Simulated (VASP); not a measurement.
# Zn (P6_3/mmc) in VASP: notebook, part 2 of 2

VASP 6.6.1.

**3. Relaxation of cell and atoms, PBEsol**

This run uses another cell than the first one, of 15.34 Å³/atom.

Contents of INCAR:

```
SYSTEM = Zn
PREC = Accurate
ENCUT = 600
EDIFF = 1E-7
ISMEAR = 0
SIGMA = 0.1
LREAL = .FALSE.
LASPH = .TRUE.
NELM = 100
ALGO = Fast
ISIF = 3
LWAVE = .FALSE.
LCHARG = .FALSE.
GGA = PS
IBRION = 2
NSW = 70
EDIFFG = -0.005
```

Contents of KPOINTS:

```
Automatic mesh
0
G
  18 18 8
  0 0 0
```

Contents of POSCAR:

```
Zn
1.0
    2.6333229228      0.0000000000      0.0000000000
   -1.3166614614      2.2805245476      0.0000000000
    0.0000000000      0.0000000000      5.1082449431
Zn
2
Direct
    0.3333333333      0.6666666667      0.2500000000
    0.6666666667      0.3333333333      0.7500000000
```

Potentials or basis: VASP PAW PBE potentials, release 64 (Zn).

Started as:

```console
> cat potpaw_PBE.64/Zn/POTCAR > POTCAR
> mpirun -np 1 vasp_std > vasp.out
```

OUTCAR:

```text
SYSTEM = Zn
   PREC = Accurate
   ENCUT = 600
   EDIFF = 1E-7
   ISMEAR = 0
   LREAL = .FALSE.
   LASPH = .TRUE.
   NELM = 100
   ISIF = 3
   GGA = PS
   IBRION = 2
   NSW = 70
   EDIFFG = -0.005

 ion  position               nearest neighbor table
   1  0.333  0.667  0.250-   2 2.97   2 2.97   2 2.97   2 2.97   2 2.97   2 2.97
   2  0.667  0.333  0.750-   1 2.97   1 2.97   1 2.97   1 2.97   1 2.97   1 2.97

  LATTYP: Found a hexagonal cell.
 ALAT       =     2.6333229228
 C/A-ratio  =     1.9398475207

  Lattice vectors:

 A1 = (   2.6333229228,   0.0000000000,   0.0000000000)
 A2 = (  -1.3166614614,   2.2805245476,   0.0000000000)
 A3 = (   0.0000000000,   0.0000000000,   5.1082449431)

Analysis of symmetry for initial positions (statically):
=====================================================================
 Subroutine PRICEL returns:
 Original cell was already a primitive cell.

 Routine SETGRP: Setting up the symmetry group for a
 hexagonal supercell.

 Subroutine GETGRP returns: Found 24 space group operations
 (whereof 12 operations were pure point group operations)
 out of a pool of 24 trial point group operations.

The static configuration has the point symmetry D_3d.
 The point group associated with its full space group is D_6h.

Analysis of symmetry for dynamics (positions and initial velocities):
=====================================================================
 Subroutine PRICEL returns:
 Original cell was already a primitive cell.

 Routine SETGRP: Setting up the symmetry group for a
 hexagonal supercell.

 Subroutine GETGRP returns: Found 24 space group operations
 (whereof 12 operations were pure point group operations)
 out of a pool of 24 trial point group operations.

The dynamic configuration has the point symmetry D_3d.
 The point group associated with its full space group is D_6h.

 Subroutine INISYM returns: Found 24 space group operations
 (whereof 12 operations are pure point group operations),
 and found     1 'primitive' translations

----------------------------------------------------------------------------------------

                                     Primitive cell

  volume of cell :      30.6768

  direct lattice vectors                    reciprocal lattice vectors
     2.633322923  0.000000000  0.000000000     0.379748337  0.219247804  0.000000000
    -1.316661461  2.280524548  0.000000000     0.000000000  0.438495609  0.000000000
     0.000000000  0.000000000  5.108244943     0.000000000  0.000000000  0.195761952

  length of vectors
     2.633322923  2.633322923  5.108244943     0.438495609  0.438495609  0.195761952

  position of ions in fractional coordinates (direct lattice)
     0.333333333  0.666666667  0.250000000
     0.666666667  0.333333333  0.750000000

  ion indices of the primitive-cell ions
   primitive index   ion index
                 1           1
                 2           2

----------------------------------------------------------------------------------------

 KPOINTS: Automatic mesh

Automatic generation of k-mesh.
[... 48 lines left out ...]
   k-points           NKPTS =    185   k-points in BZ     NKDIM =    185   number of bands    NBANDS=     16
   number of dos      NEDOS =    301   number of ions     NIONS =      2
   total plane-waves  NPLWV =  24192
   dimension x,y,z NGX =    24 NGY =   24 NGZ =   42
   dimension x,y,z NGXF=    48 NGYF=   48 NGZF=   84
   ions per type =               2
   NGX,Y,Z   is equivalent  to a cutoff of  15.15, 15.15, 13.67 a.u.
   NGXF,Y,Z  is equivalent  to a cutoff of  30.30, 30.30, 27.34 a.u.
 SYSTEM =  Zn
   PREC   = accura    normal or accurate (medium, high low for compatibility)
   ISTART =      0    job   : 0-new  1-cont  2-samecut
   ICHARG =      2    charge: 1-file 2-atom 10-const
   ISPIN  =      1    spin polarized calculation?
   LNONCOLLINEAR =      F non collinear calculations
   LSORBIT =      F    spin-orbit coupling
   LASPH  =      T    aspherical Exc in radial PAW
   ENCUT  =  600.0 eV  44.10 Ry    6.64 a.u.   5.26  5.26 10.20*2*pi/ulx,y,z
   NELM   =    100;   NELMIN=  2; NELMDL= -5     # of ELM steps
   EDIFF  = 0.1E-06   stopping-criterion for ELM
   LREAL  =      F    real-space projection
   EDIFFG = -.5E-02   stopping-criterion for IOM
   NSW    =     70    number of steps for IOM
   IBRION =      2    ionic relax: 0-MD 1-quasi-New 2-CG
   NFREE  =      1    steps in history (QN), initial steepest desc. (CG)
   ISIF   =      3    stress and relaxation
   ISYM   =      2    0-nonsym 1-usesym 2-fastsym
   POTIM  = 0.5000    time-step for ionic-motion
   TEBEG  =    0.0;   TEEND  =   0.0 temperature during run
   PSTRESS=    0.0 pullay stress
   NELECT =      24.0000    total number of electrons
   NUPDOWN=      -1.0000    fix difference up-down
   EMIN   =  10.00;   EMAX   =-10.00  energy-range for DOS
   EFERMI =   0.00;   METHOD = LEGACY
   ISMEAR =     0;   SIGMA  =   0.10  broadening in eV -4-tet -1-fermi 0-gaus
   EFERMI_NEDOS =   21; number of points for ismear=-14 and -15
   IALGO  =     68    algorithm
   IMIX   =      4    mixing-type and parameters
     AMIX     =   0.40;   BMIX     =  1.00
     AMIX_MAG =   1.60;   BMIX_MAG =  1.00
  volume/ion in A,a.u.               =      15.34       103.51
  Fermi-wavevector in a.u.,A,eV,Ry     =   1.508488  2.850628 30.960527  2.275535
  Thomas-Fermi vector in A             =   2.618935
   LORBIT       =      0    0 simple, 1 ext, 2 COOP (PROOUT), +10 PAW based schemes
   GGA     = PS    functional components
   LHFCALC =     F    Hartree Fock is set to
   AEXX    =    0.0000 exact exchange contribution
   IVDW    =     0    specifies the selected vdW correction
   LEPSILON=     F    determine dielectric tensor
   LRPA    =     F    only Hartree local field effects (RPA)
 conjugate gradient relaxation of ions
 non-spin polarized calculation
 RMM-DIIS sequential band-by-band and
 Gauss-broadening in eV      SIGMA  =   0.10
  energy-cutoff  :      600.00
  volume of cell :       30.68
 maximum number of plane-waves:      1040
 NGX is ok and might be reduce to    24
   NGX = 11   NGY = 11   NGZ = 21

--------------------------------------- Ionic step        1  -------------------------------------------

 number of electron      23.9999996 magnetization

 Free energy of the ion-electron system (eV)
  ---------------------------------------------------
  ext. energy  EPLUGINS =         0.00000000
  ---------------------------------------------------
  free energy    TOTEN  =        -3.14219541 eV

  energy without entropy =       -3.14067274  energy(sigma->0) =       -3.14143408

------------------------ aborting loop because EDIFF is reached ----------------------------------------

  FORCE on cell =-STRESS in cart. coord.  units (eV):
  Direction    XX          YY          ZZ          XY          YZ          ZX
  --------------------------------------------------------------------------------------
  -------------------------------------------------------------------------------------
  Total       -0.9673817     -0.9673817     -0.7634825      0.0000000     -0.0000000      0.0000000
  in kB      -50.5240136    -50.5240136    -39.8748528      0.0000000     -0.0000000      0.0000000
  external PRESSURE =     -46.9742934 kB  Pullay stress =       0.0000000 kB
[... 275 lines left out ...]
--------------------------------------- Ionic step        9  -------------------------------------------

 number of electron      24.0000022 magnetization

 Free energy of the ion-electron system (eV)
  ---------------------------------------------------
  ext. energy  EPLUGINS =         0.00000000
  ---------------------------------------------------
  free energy    TOTEN  =        -3.17279753 eV

  energy without entropy =       -3.17043726  energy(sigma->0) =       -3.17161739

 E-fermi :   3.5181     XC(G=0): -12.0238

 val. band max:        3.5080014337   @ k =   0.2222   0.0556   0.1250
 cond. band min:       3.5284938286   @ k =   0.3333   0.2222   0.2500
 fundamental gap:      0.0204923949
 Fermi energy:         3.5180645017

 k-point     1 :       0.0000    0.0000    0.0000
  band No.  band energies     occupation
      1      -7.5359      2.00000
      2      -5.5357      2.00000
      3      -4.7209      2.00000
      4      -4.4452      2.00000
      5      -4.4452      2.00000
      6      -4.3920      2.00000
[... 433 lines left out ...]
      3      -4.9551      2.00000
      4      -4.4555      2.00000
      5      -4.2915      2.00000
      6      -4.2846      2.00000
[... 8 lines left out ...]
     15       9.1277      0.00000
     16      10.4036      0.00000

 [... further k-points ...]

------------------------ aborting loop because EDIFF is reached ----------------------------------------

  FORCE on cell =-STRESS in cart. coord.  units (eV):
  Direction    XX          YY          ZZ          XY          YZ          ZX
  --------------------------------------------------------------------------------------
  -------------------------------------------------------------------------------------
  Total       -0.0068631     -0.0068631     -0.0018256      0.0000000     -0.0000000      0.0000000
  in kB       -0.3843679     -0.3843679     -0.1022452      0.0000000     -0.0000000      0.0000000
  external PRESSURE =      -0.2903270 kB  Pullay stress =       0.0000000 kB
[... 17 lines left out ...]
  FREE ENERGIE OF THE ION-ELECTRON SYSTEM (eV)
  ---------------------------------------------------
  free  energy   TOTEN  =        -3.1727975251 eV

  energy  without entropy=       -3.1704372638  energy(sigma->0) =       -3.17161739

 reached required accuracy - stopping structural energy minimisation
```

OSZICAR:

```text
N       E                     dE             d eps       ncg     rms          rms(c)
DAV:   1     0.101709790778E+03    0.10171E+03   -0.13912E+04  6000   0.259E+03
[... 82 lines left out ...]
       N       E                     dE             d eps       ncg     rms          rms(c)
DAV:   1    -0.317349779588E+01   -0.70268E-03   -0.76659E-03  6056   0.180E+00    0.188E-01
RMM:   2    -0.317287735289E+01    0.62044E-03   -0.22376E-03  5923   0.688E-01    0.610E-02
RMM:   3    -0.317282487404E+01    0.52479E-04   -0.52010E-05  5920   0.111E-01    0.353E-02
RMM:   4    -0.317279755761E+01    0.27316E-04   -0.17064E-05  5920   0.384E-02    0.439E-03
RMM:   5    -0.317279744034E+01    0.11727E-06   -0.48437E-06  5920   0.356E-02    0.265E-03
RMM:   6    -0.317279752506E+01   -0.84721E-07   -0.30695E-07  4088   0.613E-03
   9 F= -.31727975E+01 E0= -.31716174E+01  d E =-.247296E-05
```

CONTCAR:

```text
Zn
   1.00000000000000
     2.5983474396935118    0.0000000000000000    0.0000000000000000
    -1.2991737198467559    2.2502348907165781   -0.0000000000000000
    -0.0000000000000000   -0.0000000000000000    4.8928222511993358
  Zn
     2
Direct
     0.3333333332999970    0.6666666667000030    0.2500000000000000
     0.6666666667000030    0.3333333332999970    0.7500000000000000

  0.00000000E+00  0.00000000E+00  0.00000000E+00
  0.00000000E+00  0.00000000E+00  0.00000000E+00
```

Wall time 10 min (1 thread of Intel Xeon Platinum 8259CL at 2.50GHz (Skylake/Cascade Lake), shared host); peak memory 0.24 GiB.

What came out:

```yaml
Free_energy: -3.1728 eV
Relaxed_volume: 14.30 Å³/atom
Relaxed_cell: a = 2.598 Å, b = 2.598 Å, c = 4.893 Å, α = 90.00°, β = 90.00°, γ = 120.00°
Space_group_after_relaxing_to_0.1_Å: P6_3/mmc (No. 194)
Energy_gained_by_relaxing: 15.3 meV/atom
Ionic_steps: 9
Pressure_after_relaxing: 0.0 GPa
Band_gap_on_the_k_mesh: zero (bands 12 and 13 overlap by 4.87 eV)
```

Step by step:
```
step  energy change (eV)  largest force (eV/Å)  pressure (GPa)  volume (Å³)
   1              0.0000                0.0000           -4.70        30.68
   2             -0.0262                0.0000            0.87        28.72
   3             -0.0269                0.0000           -0.13        28.99
   4             -0.0286                0.0000           -0.18        28.89
   5             -0.0306                0.0000           -0.07        28.64
   6             -0.0306                0.0000            0.05        28.59
   7             -0.0306                0.0000            0.06        28.58
   8             -0.0306                0.0000            0.07        28.57
   9             -0.0306                0.0000           -0.03        28.61
```

Final structure:
```xyz
2
Lattice="2.5983 0.0000 0.0000 -1.2992 2.2502 0.0000 0.0000 0.0000 4.8928" Properties=species:S:1:pos:R:3 pbc="T T T"
Zn    0.0000    1.5002    1.2232
Zn    1.2992    0.7501    3.6696
```

Levels at points of the mesh, in eV from the Fermi level:
| k point | band 10 | band 11 | band 12 | band 13 | band 14 | band 15 |
| --- | --- | --- | --- | --- | --- | --- |
| (0.00, 0.00, 0.00) | -7.29 | -7.29 | -4.16 | -3.29 | 13.54 | 17.35 |
| (0.50, 0.00, 0.00) | -7.07 | -3.13 | -2.27 | 2.54 | 3.46 | 4.26 |
| (0.00, 0.00, 0.50) | -7.39 | -7.39 | -7.39 | 4.37 | 4.37 | 19.74 |
| (0.50, 0.00, 0.50) | -7.08 | -2.18 | -2.18 | 0.18 | 0.18 | 10.20 |

Caveat: the PAW data sets were made with another functional, which shifts forces and pressure a little.
